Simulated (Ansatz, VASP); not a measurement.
**One calculation of AlFe, two programs**

```xyz
2
Lattice="2.9008 0.0000 0.0000 0.0000 2.9008 0.0000 0.0000 0.0000 2.9008" Properties=species:S:1:pos:R:3 pbc="T T T"
Al    0.0000    0.0000    0.0000
Fe    1.4504    1.4504    1.4504
```

Alike in both runs: task single point; functional PBEsol; k mesh 14 × 14 × 14; occupations gaussian, width 0.1 eV; collinear spin.

```csv
,VASP,Ansatz
version,VASP 6.6.1,Ansatz 0.2.0
potentials or method,"VASP PAW PBE potentials, release 64 (Al, Fe), cutoff 520 eV","scalar-relativistic, plane waves, PAW"
valence electrons in the cell,11,19
```

VASP gave:

| Property | Result |
| --- | --- |
| gap on the k mesh at the Fermi level (eV) | none |
| pressure (GPa) | -9.6 |
| net moment per atom (μB) | 0.35 |

**Question.** Which values does Ansatz return?

**Answer.** gap on the k mesh at the Fermi level (eV): none; pressure (GPa): -9.8; net moment per atom (μB): 0.35.

VASP's potentials were made for PBE, not for PBEsol. A gap of «none» marks a metal or a gap that the smearing closes. VASP's potentials hold 11 valence electrons a cell and Ansatz's 19, so a difference there can come from the potentials and not from the codes.
